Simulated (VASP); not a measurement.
Input of a VASP 6.6.1 run:

The input INCAR:

```
SYSTEM = Hg
  PREC = Accurate
  ENCUT = 520
  EDIFF = 1E-7
  ISMEAR = 0
  SIGMA = 0.05
  LREAL = .FALSE.
  LASPH = .TRUE.
  NELM = 80
  ALGO = Normal
  ISIF = 2
  LWAVE = .FALSE.
  LCHARG = .FALSE.
  GGA = PE
  NBANDS = 19
```

File KPOINTS:

```
Automatic mesh
0
G
  18 18 8
  0 0 0
```

The input POSCAR:

```
Hg
1.0
    3.4618096400      0.0000000000      0.0000000000
   -1.7309048200      2.9980150900      0.0000000000
    0.0000000000      0.0000000000      5.4875482800
Hg
2
Direct
    0.6666666700      0.3333333300      0.7500000000
    0.3333333300      0.6666666700      0.2500000000
```

Potentials or basis: VASP PAW PBE potentials, release 64 (Hg).

Launch:

```bash
$ cat potpaw_PBE.64/Hg/POTCAR > POTCAR
$ mpirun -np 1 vasp_std > vasp.out
```

(1) What does it give for the pressure?

(2) Predict the band gap on the k mesh.

Answers

(1) 1.0 GPa.

(2) zero (band 12 reaches 1.00 eV, above the bottom of band 13 at 0.69 eV).

Caveat: spin-orbit coupling is left out, which moves the levels of the heavy elements.
